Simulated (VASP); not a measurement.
# Cu in VASP: single point with PBEsol

Aim: the single point of Cu with PBEsol.

Program: VASP 6.6.1. These are calculated values, not measurements. Logs are shortened: lines on timing, memory, paths and dates and some standing lists are left out, and cuts for length are marked.

### Step 1. The cell of the first run

The cell holds a slab with vacuum, 9 atoms: a = 2.520 Å, b = 2.520 Å, c = 38.253 Å, α = 90.00°, β = 90.00°, γ = 90.00°.

### Step 2. Single point, PBEsol

File INCAR:

```
ALGO = Normal
DIPOL = 0.5 0.5 0.500
EDIFF = 1E-6
ENCUT = 520
GGA = PS
GGA_COMPAT = False
IDIPOL = 3
ISIF = 2
ISMEAR = 1
LASPH = True
LCHARG = False
LDIPOL = True
LREAL = False
LWAVE = False
NBANDS = 60
NELM = 120
NELMDL = -8
PREC = Accurate
SIGMA = 0.1
```

File KPOINTS:

```
k-points
0
Gamma
  13 13 1
```

File POSCAR:

```
Cu
1.0
    2.5195283580      0.0000000000      0.0000000000
    0.0000000000      2.5195283580      0.0000000000
    0.0000000000      0.0000000000     38.2526047000
Cu
9
Direct
    0.0000000000      0.0000000000      0.3137041280
    0.5000000000      0.5000000000      0.3602780960
    0.0000000000      0.0000000000      0.4068520640
    0.5000000000      0.5000000000      0.4534260320
    0.0000000000      0.0000000000      0.5000000000
    0.5000000000      0.5000000000      0.5465739680
    0.0000000000      0.0000000000      0.5931479360
    0.5000000000      0.5000000000      0.6397219040
    0.0000000000      0.0000000000      0.6862958720
```

Potentials or basis: VASP PAW PBE potentials, release 64 (Cu).

Started as:

```console
$ cat potpaw_PBE.64/Cu/POTCAR > POTCAR
$ mpirun -np 1 vasp_std > vasp.out
```

OUTCAR:

```text
EDIFF = 1E-6
   ENCUT = 520
   GGA = PS
   ISIF = 2
   ISMEAR = 1
   LASPH = True
   LREAL = False
   NELM = 120
   NELMDL = -8
   PREC = Accurate

 ion  position               nearest neighbor table
   1  0.000  0.000  0.314-   2 2.52   2 2.52   2 2.52   2 2.52
   2  0.500  0.500  0.360-   3 2.52   3 2.52   3 2.52   3 2.52   1 2.52   1 2.52   1 2.52   1 2.52

   3  0.000  0.000  0.407-   2 2.52   2 2.52   2 2.52   2 2.52   4 2.52   4 2.52   4 2.52   4 2.52

   4  0.500  0.500  0.453-   5 2.52   5 2.52   5 2.52   5 2.52   3 2.52   3 2.52   3 2.52   3 2.52

   5  0.000  0.000  0.500-   4 2.52   6 2.52   4 2.52   6 2.52   4 2.52   6 2.52   4 2.52   6 2.52

   6  0.500  0.500  0.547-   5 2.52   5 2.52   5 2.52   5 2.52   7 2.52   7 2.52   7 2.52   7 2.52

   7  0.000  0.000  0.593-   8 2.52   8 2.52   8 2.52   8 2.52   6 2.52   6 2.52   6 2.52   6 2.52

   8  0.500  0.500  0.640-   7 2.52   7 2.52   7 2.52   7 2.52   9 2.52   9 2.52   9 2.52   9 2.52

   9  0.000  0.000  0.686-   8 2.52   8 2.52   8 2.52   8 2.52

  LATTYP: Found a simple tetragonal cell.
 ALAT       =     2.5195283580
 C/A-ratio  =    15.1824465792

  Lattice vectors:

 A1 = (   2.5195283580,   0.0000000000,   0.0000000000)
 A2 = (   0.0000000000,   2.5195283580,   0.0000000000)
 A3 = (   0.0000000000,   0.0000000000,  38.2526047000)

Analysis of symmetry for initial positions (statically):
=====================================================================
 Subroutine PRICEL returns:
 Original cell was already a primitive cell.

 Routine SETGRP: Setting up the symmetry group for a
 simple tetragonal supercell.

 Subroutine GETGRP returns: Found 16 space group operations
 (whereof 16 operations were pure point group operations)
 out of a pool of 16 trial point group operations.

The static configuration has the point symmetry D_4h.

Analysis of symmetry for dynamics (positions and initial velocities):
=====================================================================
 Subroutine PRICEL returns:
 Original cell was already a primitive cell.

 Routine SETGRP: Setting up the symmetry group for a
 simple tetragonal supercell.

 Subroutine GETGRP returns: Found 16 space group operations
 (whereof 16 operations were pure point group operations)
 out of a pool of 16 trial point group operations.

The dynamic configuration has the point symmetry D_4h.

 Subroutine INISYM returns: Found 16 space group operations
 (whereof 16 operations are pure point group operations),
 and found     1 'primitive' translations

----------------------------------------------------------------------------------------

                                     Primitive cell

  volume of cell :     242.8284

  direct lattice vectors                    reciprocal lattice vectors
     2.519528358  0.000000000  0.000000000     0.396899680  0.000000000  0.000000000
     0.000000000  2.519528358  0.000000000     0.000000000  0.396899680  0.000000000
     0.000000000  0.000000000 38.252604700     0.000000000  0.000000000  0.026142011

  length of vectors
     2.519528358  2.519528358 38.252604700     0.396899680  0.396899680  0.026142011

  position of ions in fractional coordinates (direct lattice)
     0.000000000  0.000000000  0.313704128
     0.500000000  0.500000000  0.360278096
     0.000000000  0.000000000  0.406852064
     0.500000000  0.500000000  0.453426032
     0.000000000  0.000000000  0.500000000
     0.500000000  0.500000000  0.546573968
     0.000000000  0.000000000  0.593147936
     0.500000000  0.500000000  0.639721904
     0.000000000  0.000000000  0.686295872

  ion indices of the primitive-cell ions
   primitive index   ion index
                 1           1
                 2           2
                 3           3
                 4           4
                 5           5
                 6           6
                 7           7
                 8           8
                 9           9

----------------------------------------------------------------------------------------

 KPOINTS: k-points

Automatic generation of k-mesh.
 Grid dimensions read from file:
 generate k-points for:   13   13    1

 Generating k-lattice:

  Cartesian coordinates                     Fractional coordinates (reciprocal lattice)
     0.030530745  0.000000000  0.000000000     0.076923077  0.000000000  0.000000000
     0.000000000  0.030530745  0.000000000     0.000000000  0.076923077  0.000000000
     0.000000000  0.000000000  0.026142011     0.000000000  0.000000000  1.000000000

  Length of vectors
     0.030530745  0.030530745  0.026142011

  Shift w.r.t. Gamma in fractional coordinates (k-lattice)
     0.000000000  0.000000000  0.000000000

 Subroutine IBZKPT returns following result:
 ===========================================

 Found     28 irreducible k-points:

 Following reciprocal coordinates:
            Coordinates               Weight
  0.000000  0.000000  0.000000      1.000000
  0.076923  0.000000  0.000000      4.000000
  0.153846  0.000000  0.000000      4.000000
  0.230769  0.000000  0.000000      4.000000
  0.307692  0.000000  0.000000      4.000000
  0.384615  0.000000  0.000000      4.000000
[... 16 lines left out ...]
  0.307692  0.307692  0.000000      4.000000
  0.384615  0.307692  0.000000      8.000000
 [... further k-points ...]
   k-points           NKPTS =     28   k-points in BZ     NKDIM =     28   number of bands    NBANDS=     60
   number of dos      NEDOS =    301   number of ions     NIONS =      9
   total plane-waves  NPLWV = 115200
   dimension x,y,z NGX =    20 NGY =   20 NGZ =  288
   dimension x,y,z NGXF=    40 NGYF=   40 NGZF=  576
   ions per type =               9
   NGX,Y,Z   is equivalent  to a cutoff of  13.20, 13.20, 12.52 a.u.
   NGXF,Y,Z  is equivalent  to a cutoff of  26.39, 26.39, 25.03 a.u.
 SYSTEM =  unknown system
   PREC   = accura    normal or accurate (medium, high low for compatibility)
   ISTART =      0    job   : 0-new  1-cont  2-samecut
   ICHARG =      2    charge: 1-file 2-atom 10-const
   ISPIN  =      1    spin polarized calculation?
   LNONCOLLINEAR =      F non collinear calculations
   LSORBIT =      F    spin-orbit coupling
   LASPH  =      T    aspherical Exc in radial PAW
   ENCUT  =  520.0 eV  38.22 Ry    6.18 a.u.   4.68  4.68 71.12*2*pi/ulx,y,z
   NELM   =    120;   NELMIN=  2; NELMDL= -8     # of ELM steps
   EDIFF  = 0.1E-05   stopping-criterion for ELM
   LREAL  =      F    real-space projection
   EDIFFG = 0.1E-04   stopping-criterion for IOM
   NSW    =      0    number of steps for IOM
   IBRION =     -1    ionic relax: 0-MD 1-quasi-New 2-CG
   NFREE  =      0    steps in history (QN), initial steepest desc. (CG)
   ISIF   =      2    stress and relaxation
   ISYM   =      2    0-nonsym 1-usesym 2-fastsym
   POTIM  = 0.5000    time-step for ionic-motion
   TEBEG  =    0.0;   TEEND  =   0.0 temperature during run
   PSTRESS=    0.0 pullay stress
   NELECT =      99.0000    total number of electrons
   NUPDOWN=      -1.0000    fix difference up-down
   EMIN   =  10.00;   EMAX   =-10.00  energy-range for DOS
   EFERMI =   0.00;   METHOD = LEGACY
   ISMEAR =     1;   SIGMA  =   0.10  broadening in eV -4-tet -1-fermi 0-gaus
   EFERMI_NEDOS =   21; number of points for ismear=-14 and -15
   IALGO  =     38    algorithm
   IMIX   =      4    mixing-type and parameters
     AMIX     =   0.40;   BMIX     =  1.00
     AMIX_MAG =   1.60;   BMIX_MAG =  1.00
  volume/ion in A,a.u.               =      26.98       182.08
  Fermi-wavevector in a.u.,A,eV,Ry     =   1.213911  2.293959 20.049261  1.473579
  Thomas-Fermi vector in A             =   2.349347
   LORBIT       =      0    0 simple, 1 ext, 2 COOP (PROOUT), +10 PAW based schemes
   GGA     = PS    functional components
   LHFCALC =     F    Hartree Fock is set to
   AEXX    =    0.0000 exact exchange contribution
   IVDW    =     0    specifies the selected vdW correction
   LEPSILON=     F    determine dielectric tensor
   LRPA    =     F    only Hartree local field effects (RPA)
 non-spin polarized calculation
 Methfessel and Paxton  Order N= 1 SIGMA  =   0.10
  energy-cutoff  :      520.00
  volume of cell :      242.83
 maximum number of plane-waves:      6635
 NGX is ok and might be reduce to    20
   NGX =  9   NGY =  9   NGZ =143

 dipolmoment           0.000000      0.000000     -0.000000 electrons x Angstroem

 number of electron      98.9999989 magnetization

 dipolmoment           0.000000      0.000000      0.000000 electrons x Angstroem

 Free energy of the ion-electron system (eV)
  ---------------------------------------------------
  ext. energy  EPLUGINS =         0.00000000
  ---------------------------------------------------
  free energy    TOTEN  =       -37.35707886 eV

  energy without entropy =      -37.35623628  energy(sigma->0) =      -37.35679800

 E-fermi :   0.6275     XC(G=0):  -6.0319

 val. band max:        0.5899860977   @ k =   0.4615   0.3077   0.0000
 cond. band min:       0.6276123579   @ k =   0.2308   0.0000   0.0000
 fundamental gap:      0.0376262602
 Fermi energy:         0.6275196091

 k-point     1 :       0.0000    0.0000    0.0000
  band No.  band energies     occupation
      1      -8.9288      2.00000
      2      -8.4916      2.00000
      3      -7.8128      2.00000
      4      -6.9293      2.00000
      5      -5.9274      2.00000
      6      -5.0397      2.00000
[... 52 lines left out ...]
     59       6.0597      0.00000
     60       6.7255      0.00000

 k-point     2 :       0.0769    0.0000    0.0000
  band No.  band energies     occupation
      1      -8.7814      2.00000
      2      -8.3471      2.00000
      3      -7.6733      2.00000
      4      -6.7976      2.00000
      5      -5.8072      2.00000
      6      -4.9345      2.00000
[... 52 lines left out ...]
     59       6.2004      0.00000
     60       6.8599      0.00000

 k-point     3 :       0.1538    0.0000    0.0000
  band No.  band energies     occupation
      1      -8.3459      2.00000
      2      -7.9214      2.00000
      3      -7.2657      2.00000
      4      -6.4196      2.00000
      5      -5.4741      2.00000
      6      -4.6578      2.00000
[... 1312 lines left out ...]
     59       8.0523      0.00000
     60       8.8892      0.00000

 k-point    24 :       0.3846    0.3077    0.0000
  band No.  band energies     occupation
      1      -4.6488      2.00000
      2      -4.3814      2.00000
      3      -4.0327      2.00000
      4      -3.9444      2.00000
      5      -3.7844      2.00000
      6      -3.7109      2.00000
[... 52 lines left out ...]
     59       7.9740      0.00000
     60       8.8245      0.00000

 [... further k-points ...]

------------------------ aborting loop because EDIFF is reached ----------------------------------------

 vacuum level on the upper side and lower side of the slab       (xc-potential included)        -0.003        -0.003

  FORCE on cell =-STRESS in cart. coord.  units (eV):
  Direction    XX          YY          ZZ          XY          YZ          ZX
  --------------------------------------------------------------------------------------
  -------------------------------------------------------------------------------------
  Total       -1.4242374     -1.4242374     -0.3964896      0.0000000      0.0000000      0.0000000
  in kB       -9.3970915     -9.3970915     -2.6160307      0.0000000      0.0000000      0.0000000
  external PRESSURE =      -7.1367379 kB  Pullay stress =       0.0000000 kB

 VOLUME and BASIS-vectors are now :
 -----------------------------------------------------------------------------
  energy-cutoff  :      520.00
  volume of cell :      242.83
      direct lattice vectors                 reciprocal lattice vectors
     2.519528358  0.000000000  0.000000000     0.396899680  0.000000000  0.000000000
     0.000000000  2.519528358  0.000000000     0.000000000  0.396899680  0.000000000
     0.000000000  0.000000000 38.252604700     0.000000000  0.000000000  0.026142011

 POSITION                                       TOTAL-FORCE (eV/Angst)
 -----------------------------------------------------------------------------------
      0.00000      0.00000     12.00000         0.000000      0.000000      0.208253
      1.25976      1.25976     13.78158         0.000000      0.000000     -0.257069
      0.00000      0.00000     15.56315         0.000000      0.000000      0.014552
      1.25976      1.25976     17.34473        -0.000000     -0.000000      0.001484
      0.00000      0.00000     19.12630         0.000000      0.000000     -0.000000
      1.25976      1.25976     20.90788         0.000000     -0.000000     -0.001484
      0.00000      0.00000     22.68945         0.000000      0.000000     -0.014552
      1.25976      1.25976     24.47103        -0.000000      0.000000      0.257069
      0.00000      0.00000     26.25260         0.000000      0.000000     -0.208253
 -----------------------------------------------------------------------------------
    total drift:                               -0.000000      0.000000      0.000000

  FREE ENERGIE OF THE ION-ELECTRON SYSTEM (eV)
  ---------------------------------------------------
  free  energy   TOTEN  =       -37.3570788553 eV

  energy  without entropy=      -37.3562362838  energy(sigma->0) =      -37.35679800

 vacuum level on the upper side and lower side of the slab         5.297         5.297
```

It took 17 min on 1 thread of Intel Xeon Platinum 8375C at 2.90GHz (Ice Lake), shared host; peak memory 0.48 GiB.

What came out:

| Item | Value |
| --- | --- |
| Free energy | -37.3571 eV |
| Largest force | 0.257 eV/Å |
| Band gap on the k mesh | zero (an odd number of electrons rules out a gap without spin polarisation) |

Forces in eV/Å, atoms in the order of the input:
```
Cu   0.000  0.000  0.208
Cu   0.000  0.000 -0.257
Cu   0.000  0.000  0.015
Cu   0.000  0.000  0.001
Cu   0.000  0.000  0.000
Cu   0.000  0.000 -0.001
Cu   0.000  0.000 -0.015
Cu   0.000  0.000  0.257
Cu   0.000  0.000 -0.208
```

Levels at points of the mesh, in eV from the Fermi level:
```
           k point  band 46  band 47  band 48  band 49  band 50  band 51  band 52  band 53  band 54  band 55
(0.00, 0.00, 0.00)    -1.69    -1.50    -1.50    -1.46    -1.46    -1.42    -1.42    -0.54     0.62     1.28
```

Caveat: the PAW data sets were made with another functional, which shifts forces and pressure a little.
